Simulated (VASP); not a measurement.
# AlCo (Pm-3m) in VASP: settings compared

The runs below take AlCo through single point, relaxation of cell and atoms, with BLYP+D4, PBE.

Everything below comes from runs of VASP 6.6.1. Logs are shortened: lines on timing, memory, paths and dates and some standing lists are left out, and cuts for length are marked.

## Step 1: The cell of the first run

The structure is cubic, space group Pm-3m (No. 221). The conventional cell has a = 2.815 Å, b = 2.815 Å, c = 2.815 Å, α = 90.00°, β = 90.00°, γ = 90.00°. Within 3.2 Å of Co (site symmetry m-3m) lie 8 Al at 2.44 Å and 6 Co at 2.81 Å. Al (site symmetry m-3m) has 8 Co at 2.44 Å and 6 Al at 2.81 Å within 3.2 Å.

## Step 2: Single point, BLYP+D4, collinear spin, ferromagnetic start

Contents of INCAR:

```
PREC = Accurate ; ENCUT = 520
EDIFF = 1E-7 ; ISMEAR = -1
SIGMA = 0.05 ; LREAL = F
LASPH = T ; NELM = 150
ALGO = Normal ; ISIF = 2
LWAVE = F ; LCHARG = F
ISPIN = 2 ; MAGMOM = 2 0
LORBIT = 11 ; LMAXMIX = 4
GGA = B5 ; ALDAX = 1.0
AGGAX = 1.0 ; AGGAC = 1.0
ALDAC = 0.0 ; IVDW = 13
VDW_S6 = 1.0 ; VDW_S8 = 2.34076671
VDW_A1 = 0.44488865 ; VDW_A2 = 4.0933009
NBANDS = 17
```

Contents of KPOINTS:

```
regular mesh
0
Gamma
  9 9 9
```

Contents of POSCAR:

```
AlCo
1.0
    2.8149303924      0.0000000000      0.0000000000
    0.0000000000      2.8149303924      0.0000000000
    0.0000000000      0.0000000000      2.8149303924
Co Al
1 1
Direct
    0.5000000000      0.5000000000      0.5000000000
    0.0000000000      0.0000000000      0.0000000000
```

Potentials or basis: VASP PAW PBE potentials, release 64 (Co, Al).

The run is started by

```
cat potpaw_PBE.64/Co/POTCAR potpaw_PBE.64/Al/POTCAR > POTCAR
mpirun -np 1 vasp_std > vasp.out
```

OUTCAR:

```text
PREC = Accurate
   ENCUT = 520
   EDIFF = 1E-7
   ISMEAR = -1
   LREAL = F
   LASPH = T
   NELM = 150
   ISIF = 2
   ISPIN = 2
   LORBIT = 11
   GGA = B5
   IVDW = 13

 ion  position               nearest neighbor table
   1  0.500  0.500  0.500-   2 2.44   2 2.44   2 2.44   2 2.44   2 2.44   2 2.44   2 2.44   2 2.44

   2  0.000  0.000  0.000-   1 2.44   1 2.44   1 2.44   1 2.44   1 2.44   1 2.44   1 2.44   1 2.44

  LATTYP: Found a simple cubic cell.
 ALAT       =     2.8149303924

  Lattice vectors:

 A1 = (   2.8149303924,   0.0000000000,   0.0000000000)
 A2 = (   0.0000000000,   2.8149303924,   0.0000000000)
 A3 = (   0.0000000000,   0.0000000000,   2.8149303924)

Analysis of symmetry for initial positions (statically):
=====================================================================
 Subroutine PRICEL returns:
 Original cell was already a primitive cell.

 Routine SETGRP: Setting up the symmetry group for a
 simple cubic supercell.

 Subroutine GETGRP returns: Found 48 space group operations
 (whereof 48 operations were pure point group operations)
 out of a pool of 48 trial point group operations.

The static configuration has the point symmetry O_h .

Analysis of symmetry for dynamics (positions and initial velocities):
=====================================================================
 Subroutine PRICEL returns:
 Original cell was already a primitive cell.

 Routine SETGRP: Setting up the symmetry group for a
 simple cubic supercell.

 Subroutine GETGRP returns: Found 48 space group operations
 (whereof 48 operations were pure point group operations)
 out of a pool of 48 trial point group operations.

The dynamic configuration has the point symmetry O_h .

Analysis of structural, dynamic, and magnetic symmetry:
=====================================================================
 Subroutine PRICEL returns:
 Original cell was already a primitive cell.

 Routine SETGRP: Setting up the symmetry group for a
 simple cubic supercell.

 Subroutine GETGRP returns: Found 48 space group operations
 (whereof 48 operations were pure point group operations)
 out of a pool of 48 trial point group operations.

The overall configuration has the point symmetry O_h .

 Subroutine INISYM returns: Found 48 space group operations
 (whereof 48 operations are pure point group operations),
 and found     1 'primitive' translations

----------------------------------------------------------------------------------------

                                     Primitive cell

  volume of cell :      22.3050

  direct lattice vectors                    reciprocal lattice vectors
     2.814930392  0.000000000  0.000000000     0.355248571  0.000000000  0.000000000
     0.000000000  2.814930392  0.000000000     0.000000000  0.355248571  0.000000000
     0.000000000  0.000000000  2.814930392     0.000000000  0.000000000  0.355248571

  length of vectors
     2.814930392  2.814930392  2.814930392     0.355248571  0.355248571  0.355248571

  position of ions in fractional coordinates (direct lattice)
     0.500000000  0.500000000  0.500000000
     0.000000000  0.000000000  0.000000000

  ion indices of the primitive-cell ions
   primitive index   ion index
                 1           1
                 2           2

----------------------------------------------------------------------------------------

 KPOINTS: regular mesh

Automatic generation of k-mesh.
 Grid dimensions read from file:
 generate k-points for:    9    9    9

 Generating k-lattice:

  Cartesian coordinates                     Fractional coordinates (reciprocal lattice)
     0.039472063  0.000000000  0.000000000     0.111111111  0.000000000  0.000000000
     0.000000000  0.039472063  0.000000000     0.000000000  0.111111111  0.000000000
     0.000000000  0.000000000  0.039472063     0.000000000  0.000000000  0.111111111

  Length of vectors
     0.039472063  0.039472063  0.039472063

  Shift w.r.t. Gamma in fractional coordinates (k-lattice)
     0.000000000  0.000000000  0.000000000

 Subroutine IBZKPT returns following result:
 ===========================================

 Found     35 irreducible k-points:

 Following reciprocal coordinates:
            Coordinates               Weight
  0.000000  0.000000  0.000000      1.000000
  0.111111  0.000000  0.000000      6.000000
  0.222222  0.000000  0.000000      6.000000
  0.333333  0.000000  0.000000      6.000000
  0.444444  0.000000  0.000000      6.000000
  0.111111  0.111111  0.000000     12.000000
[... 16 lines left out ...]
  0.333333  0.333333  0.111111     24.000000
  0.444444  0.333333  0.111111     48.000000
 [... further k-points ...]
   k-points           NKPTS =     35   k-points in BZ     NKDIM =     35   number of bands    NBANDS=     17
   number of dos      NEDOS =    301   number of ions     NIONS =      2
   total plane-waves  NPLWV =  13824
   dimension x,y,z NGX =    24 NGY =   24 NGZ =   24
   dimension x,y,z NGXF=    48 NGYF=   48 NGZF=   48
   ions per type =               1   1
   NGX,Y,Z   is equivalent  to a cutoff of  14.17, 14.17, 14.17 a.u.
   NGXF,Y,Z  is equivalent  to a cutoff of  28.35, 28.35, 28.35 a.u.
 SYSTEM =  unknown system
   PREC   = accura    normal or accurate (medium, high low for compatibility)
   ISTART =      0    job   : 0-new  1-cont  2-samecut
   ICHARG =      2    charge: 1-file 2-atom 10-const
   ISPIN  =      2    spin polarized calculation?
   LNONCOLLINEAR =      F non collinear calculations
   LSORBIT =      F    spin-orbit coupling
   LASPH  =      T    aspherical Exc in radial PAW
   ENCUT  =  520.0 eV  38.22 Ry    6.18 a.u.   5.23  5.23  5.23*2*pi/ulx,y,z
   NELM   =    150;   NELMIN=  2; NELMDL= -5     # of ELM steps
   EDIFF  = 0.1E-06   stopping-criterion for ELM
   LREAL  =      F    real-space projection
   EDIFFG = 0.1E-05   stopping-criterion for IOM
   NSW    =      0    number of steps for IOM
   IBRION =     -1    ionic relax: 0-MD 1-quasi-New 2-CG
   NFREE  =      0    steps in history (QN), initial steepest desc. (CG)
   ISIF   =      2    stress and relaxation
   ISYM   =      2    0-nonsym 1-usesym 2-fastsym
   POTIM  = 0.5000    time-step for ionic-motion
   TEBEG  =    0.0;   TEEND  =   0.0 temperature during run
   PSTRESS=    0.0 pullay stress
   NELECT =      12.0000    total number of electrons
   NUPDOWN=      -1.0000    fix difference up-down
   EMIN   =  10.00;   EMAX   =-10.00  energy-range for DOS
   EFERMI =   0.00;   METHOD = LEGACY
   ISMEAR =    -1;   SIGMA  =   0.05  broadening in eV -4-tet -1-fermi 0-gaus
   EFERMI_NEDOS =   21; number of points for ismear=-14 and -15
   IALGO  =     38    algorithm
   IMIX   =      4    mixing-type and parameters
     AMIX     =   0.40;   BMIX     =  1.00
     AMIX_MAG =   1.60;   BMIX_MAG =  1.00
  volume/ion in A,a.u.               =      11.15        75.26
  Fermi-wavevector in a.u.,A,eV,Ry     =   1.331479  2.516130 24.120895  1.772836
  Thomas-Fermi vector in A             =   2.460487
   LORBIT       =     11    0 simple, 1 ext, 2 COOP (PROOUT), +10 PAW based schemes
   GGA     = B5    functional components
   LHFCALC =     F    Hartree Fock is set to
   AEXX    =    0.0000 exact exchange contribution
   IVDW    =    13    specifies the selected vdW correction
   LEPSILON=     F    determine dielectric tensor
   LRPA    =     F    only Hartree local field effects (RPA)
 spin polarized calculation
  energy-cutoff  :      520.00
  volume of cell :       22.31
 maximum number of plane-waves:       619
 NGX is ok and might be reduce to    24
   NGX = 11   NGY = 11   NGZ = 11

 number of electron      11.9999997 magnetization      -0.0079076

 number of electron      11.9999997 magnetization       0.0000029

 Free energy of the ion-electron system (eV)
  ---------------------------------------------------
  ext. energy  EPLUGINS =         0.00000000
  ---------------------------------------------------
  free energy    TOTEN  =        -9.90521058 eV

  energy without entropy =       -9.90095634  energy(sigma->0) =       -9.90308346

 E-fermi :  11.6067     XC(G=0): -11.8900

 val. band max:       11.5551551224   @ k =   0.4444   0.4444   0.1111
 cond. band min:      11.7294041634   @ k =   0.4444   0.3333   0.0000
 fundamental gap:      0.1742490410
 Fermi energy:        11.6066951872

 spin component 1

 k-point     1 :       0.0000    0.0000    0.0000
  band No.  band energies     occupation
      1       0.3370      1.00000
      2       8.4974      1.00000
      3       8.4974      1.00000
      4      10.6553      1.00000
      5      10.6553      1.00000
      6      10.6553      1.00000
[... 9 lines left out ...]
     16      35.8126      0.00000
     17      35.8126      0.00000

 k-point     2 :       0.1111    0.0000    0.0000
  band No.  band energies     occupation
      1       0.5770      1.00000
      2       8.4725      1.00000
      3       8.5635      1.00000
      4      10.5286      1.00000
      5      10.5287      1.00000
      6      10.6690      1.00000
[... 9 lines left out ...]
     16      33.6594      0.00000
     17      35.9335      0.00000

 k-point     3 :       0.2222    0.0000    0.0000
  band No.  band energies     occupation
      1       1.2862      1.00000
      2       8.2261      1.00000
      3       8.7368      1.00000
      4      10.2362      1.00000
      5      10.2362      1.00000
      6      10.7040      1.00000
[... 392 lines left out ...]
 k-point    23 :       0.3333    0.3333    0.1111
  band No.  band energies     occupation
      1       4.4575      1.00000
      2       7.9732      1.00000
      3       8.6290      1.00000
      4       9.5927      1.00000
      5      10.0552      1.00000
      6      10.1540      1.00000
[... 9 lines left out ...]
     16      32.9440      0.00000
     17      34.1958      0.00000

 k-point    24 :       0.4444    0.3333    0.1111
  band No.  band energies     occupation
      1       5.5594      1.00000
      2       7.2654      1.00000
      3       8.7853      1.00000
      4       9.4392      1.00000
      5      10.1551      1.00000
      6      10.3042      1.00000
[... 9 lines left out ...]
     16      33.6628      0.00000
     17      35.2359      0.00000

 [... further k-points ...]

 spin component 2

 k-point     1 :       0.0000    0.0000    0.0000
  band No.  band energies     occupation
      1       0.3370      1.00000
      2       8.4975      1.00000
      3       8.4975      1.00000
      4      10.6553      1.00000
      5      10.6553      1.00000
      6      10.6553      1.00000
[... 9 lines left out ...]
     16      35.8126      0.00000
     17      35.8126      0.00000

 k-point     2 :       0.1111    0.0000    0.0000
  band No.  band energies     occupation
      1       0.5770      1.00000
      2       8.4726      1.00000
      3       8.5636      1.00000
      4      10.5286      1.00000
      5      10.5286      1.00000
      6      10.6690      1.00000
[... 9 lines left out ...]
     16      33.6593      0.00000
     17      35.9335      0.00000

 k-point     3 :       0.2222    0.0000    0.0000
  band No.  band energies     occupation
      1       1.2862      1.00000
      2       8.2261      1.00000
      3       8.7368      1.00000
      4      10.2362      1.00000
      5      10.2362      1.00000
      6      10.7040      1.00000
[... 392 lines left out ...]
 k-point    23 :       0.3333    0.3333    0.1111
  band No.  band energies     occupation
      1       4.4575      1.00000
      2       7.9732      1.00000
      3       8.6290      1.00000
      4       9.5927      1.00000
      5      10.0552      1.00000
      6      10.1540      1.00000
[... 9 lines left out ...]
     16      32.9440      0.00000
     17      34.1958      0.00000

 k-point    24 :       0.4444    0.3333    0.1111
  band No.  band energies     occupation
      1       5.5593      1.00000
      2       7.2654      1.00000
      3       8.7852      1.00000
      4       9.4392      1.00000
      5      10.1551      1.00000
      6      10.3042      1.00000
[... 9 lines left out ...]
     16      33.6628      0.00000
     17      35.2359      0.00000

 [... further k-points ...]

------------------------ aborting loop because EDIFF is reached ----------------------------------------

  DFT-D4 for vdW energy calculation

  Edisp (eV):   -1.75856

  FORCE on cell =-STRESS in cart. coord.  units (eV):
  Direction    XX          YY          ZZ          XY          YZ          ZX
  --------------------------------------------------------------------------------------
  -------------------------------------------------------------------------------------
  Total       0.05402     0.05402     0.05402     0.00000    -0.00000     0.00000
  in kB       3.88014     3.88014     3.88014     0.00000    -0.00000     0.00000
  external pressure =        3.88 kB  Pullay stress =        0.00 kB

 VOLUME and BASIS-vectors are now :
 -----------------------------------------------------------------------------
  energy-cutoff  :      520.00
  volume of cell :       22.31
      direct lattice vectors                 reciprocal lattice vectors
     2.814930392  0.000000000  0.000000000     0.355248571  0.000000000  0.000000000
     0.000000000  2.814930392  0.000000000     0.000000000  0.355248571  0.000000000
     0.000000000  0.000000000  2.814930392     0.000000000  0.000000000  0.355248571

 POSITION                                       TOTAL-FORCE (eV/Angst)
 -----------------------------------------------------------------------------------
      1.40747      1.40747      1.40747         0.000000      0.000000      0.000000
      0.00000      0.00000      0.00000         0.000000      0.000000      0.000000
 -----------------------------------------------------------------------------------
    total drift:                                0.000000     -0.000000     -0.000000

  FREE ENERGIE OF THE ION-ELECTRON SYSTEM (eV)
  ---------------------------------------------------
  free  energy   TOTEN  =       -11.6637674801 eV

  energy  without entropy=      -11.6595132380  energy(sigma->0) =      -11.66164036

 total charge

# of ion       s       p       d       tot
------------------------------------------
    1        0.448   0.532   7.584   8.564
    2        0.395   0.442   0.000   0.837
--------------------------------------------------
tot          0.843   0.974   7.584   9.401

 magnetization (x)

# of ion       s       p       d       tot
------------------------------------------
    1       -0.000  -0.000   0.000   0.000
    2       -0.000  -0.000   0.000  -0.000
--------------------------------------------------
tot         -0.000  -0.000   0.000   0.000
```

It took 1.8 min on 1 thread of Intel Xeon 8259CL, shared host; peak memory 0.16 GiB.

Results:

```
Free energy                                           : -11.6638 eV
Pressure                                              : 0.4 GPa
Band gap on the k mesh                                : zero (filled and empty bands overlap)
Net moment                                            : 0.00 μB per cell
Valence electrons inside the program's atomic spheres : Co 8.56; Al 0.84
Dispersion energy per atom                            : -0.879 eV
```

Caveat: the PAW data sets were made with another functional, which shifts forces and pressure a little.

## Step 3: Single point, PBE, collinear spin, ferromagnetic start

This run uses another cell than the first one, of 11.21 Å³/atom.

Contents of INCAR:

```
PREC     = Accurate       # precision mode
ENCUT    = 520            # plane-wave cutoff, eV
EDIFF    = 1E-7           # SCF threshold, eV
ISMEAR   = 0              # smearing method
SIGMA    = 0.027000000000000003 # smearing width, eV
LREAL    = False          # projectors in reciprocal space
LASPH    = True           # aspherical terms in the spheres
NELM     = 150            # most SCF steps
ALGO     = Fast           # electronic algorithm
ISIF     = 2              # what is computed and relaxed
LWAVE    = False          # write WAVECAR
LCHARG   = True           # write CHGCAR
ISPIN    = 2              # spin polarisation
MAGMOM   = 2 0            # initial moments
LORBIT   = 11             # projections on sites
LMAXMIX  = 4              # l up to which the mixer works
GGA      = PE             # functional
LELF     = True           # ELF
LVHAR    = True         
NBANDS   = 17             # bands
```

KPOINTS is that of step 2.

Contents of POSCAR:

```
AlCo
1.0
    2.8194032100      0.0000000000      0.0000000000
    0.0000000000      2.8194032100      0.0000000000
    0.0000000000      0.0000000000      2.8194032100
Co Al
1 1
Direct
    0.5000000000      0.5000000000      0.5000000000
    0.0000000000      0.0000000000      0.0000000000
```

Potentials or basis: VASP PAW PBE potentials, release 64 (Co, Al).

The run is started by

```
cat potpaw_PBE.64/Co/POTCAR potpaw_PBE.64/Al/POTCAR > POTCAR
mpirun -np 1 vasp_std > vasp.out
```

It took 96 s on 1 thread of Intel Xeon 8259CL, shared host; peak memory 0.16 GiB.

It converged, with:

- Free energy: -11.9776 eV
- Pressure: 6.5 GPa
- Band gap on the k mesh: zero (filled and empty bands overlap)
- Net moment: 0.00 μB per cell
- Valence electrons inside the program's atomic spheres: Co 8.51; Al 0.84

Levels at points of the mesh, in eV from the Fermi level:
Spin up:
```
           k point  band 2  band 3  band 4  band 5  band 6  band 7  band 8  band 9  band 10  band 11
(0.00, 0.00, 0.00)   -3.07   -3.07   -0.84   -0.84   -0.84    6.17    6.17    6.17     8.90     8.90
```
Spin down:
```
           k point  band 2  band 3  band 4  band 5  band 6  band 7  band 8  band 9  band 10  band 11
(0.00, 0.00, 0.00)   -3.07   -3.07   -0.84   -0.84   -0.84    6.17    6.17    6.17     8.90     8.90
```

Caveat: the cell stands under pressure.

[end of part 1 of 2]
